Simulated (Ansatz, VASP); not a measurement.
**Two plane-wave programs on W2AuN3**

```
CELL_PARAMETERS angstrom
2.63963 1.52399 3.09065
-2.63963 1.52399 3.09065
0.00000 -3.04798 3.09065
ATOMIC_POSITIONS crystal
W 0.18491 0.18491 0.18491
W 0.81509 0.81509 0.81509
Au 0.50000 0.50000 0.50000
N 0.50000 0.50000 0.00000
N 0.00000 0.50000 0.50000
N 0.50000 0.00000 0.50000
```

Alike in both runs: functional PBE; k mesh 3 × 3 × 3; occupations gaussian, width 0.15 eV; no spin polarisation.

Ansatz relaxed the structure, and its values are those at the end. VASP's run is a single point on that final structure, the one shown.

|  | VASP | Ansatz |
| --- | --- | --- |
| version | VASP 6.6.1 | Ansatz 0.2.0 |
| potentials or method | VASP PAW PBE potentials, release 64 (W_sv, Au, N), cutoff 600 eV | scalar-relativistic, plane waves, PAW |
| valence electrons in the cell | 54 | 62 |

|  | VASP | Ansatz | Ansatz less VASP |
| --- | --- | --- | --- |
| gap on the k mesh at the Fermi level (eV) | none | none | - |
| pressure (GPa) | 0.3 | -0.2 | -0.43 |
| rms of the force components (eV/Å) | 0.027 | 0.005 | -0.0222 |

A gap of «none» marks a metal or a gap that the smearing closes. With one functional, cell and mesh, what is left measures potentials, basis and numerics. VASP's potentials hold 54 valence electrons a cell and Ansatz's 62, so a difference there can come from the potentials and not from the codes.

The k mesh is coarse, so the values compare programs but aren't converged. Neither program's run includes spin-orbit coupling.
